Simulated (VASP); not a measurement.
Set up this calculation in VASP 6.6.1, as the native input.

```
Task                   : single point
Functional             : PBE
Dispersion             : D3(BJ)
Potentials or basis    : VASP PAW PBE potentials, release 64 (Si)
Cutoff                 : 520 eV
k mesh                 : 2 × 2 × 2
Occupations            : gaussian, width 0.05 eV
Spin                   : no spin polarisation
Dipole correction      : no
Further INCAR settings : LREAL = Auto; ALGO = Normal; EDIFF = 1e-07; NBANDS = 48
```

The structure of Si (a cell with a defect) lies in POSCAR:

```
Si
1.0
    0.0000000000      5.4300000000      5.4300000000
    5.4300000000      0.0000000000      5.4300000000
    5.4300000000      5.4300000000      0.0000000000
Si
17
Direct
    0.0015493554      0.0028598527     -0.0071604052
    0.1275932781      0.1282256906      0.1216531308
    0.0013006446      0.0023726519      0.5018518416
    0.1235341621      0.1263802026      0.6242371087
   -0.0012269797      0.5005923573      0.0001229282
    0.1275724678      0.6226708103      0.1215811234
    0.0011666667      0.4950165746      0.5017001842
    0.1275810313      0.6223408840      0.6279537753
    0.4998375691     -0.0011093923      0.0003856354
    0.6210273481      0.1286313996      0.1217266114
    0.4921186004      0.0029436464      0.5021309392
    0.6210022099      0.1283261510      0.6280933702
    0.4998045120      0.5009199816      0.0003374770
    0.6248536832      0.6250210866      0.1250671271
    0.4997121547      0.5007007366      0.4989727440
    0.6209593002      0.6227502762      0.6280392265
    0.8734509208      0.8764555249      0.3742074586
```

One way to write it, as run:

INCAR

```
SYSTEM = Si
  PREC = Accurate
  ENCUT = 520
  EDIFF = 1E-7
  ISMEAR = 0
  SIGMA = 0.05
  LREAL = Auto
  LASPH = .True.
  NELM = 60
  ALGO = Normal
  ISIF = 2
  LWAVE = .False.
  LCHARG = .True.
  GGA = PE
  IVDW = 12
  LELF = .True.
  LVHAR = .True.
  NBANDS = 48
```

KPOINTS

```
regular mesh
0
Gamma
  2 2 2
  0 0 0
```

Potentials or basis: VASP PAW PBE potentials, release 64 (Si).

Run with:

```console
$ cat potpaw_PBE.64/Si/POTCAR > POTCAR
$ mpirun -np 1 vasp_std > vasp.out
```

Results of the run:

* Pressure: 2.4 GPa
* Largest force: 0.031 eV/Å
* Band gap on the k mesh: zero (bands 34 and 35 overlap by 0.25 eV)
* Dispersion energy per atom: -0.332 eV

Caveat: the k points lie up to 0.50 Å⁻¹ apart.

Wall time 2.6 min on 1 thread of AMD EPYC 9R45 96-Core Processor (Zen 5), on a shared host, peak memory 0.44 GiB.
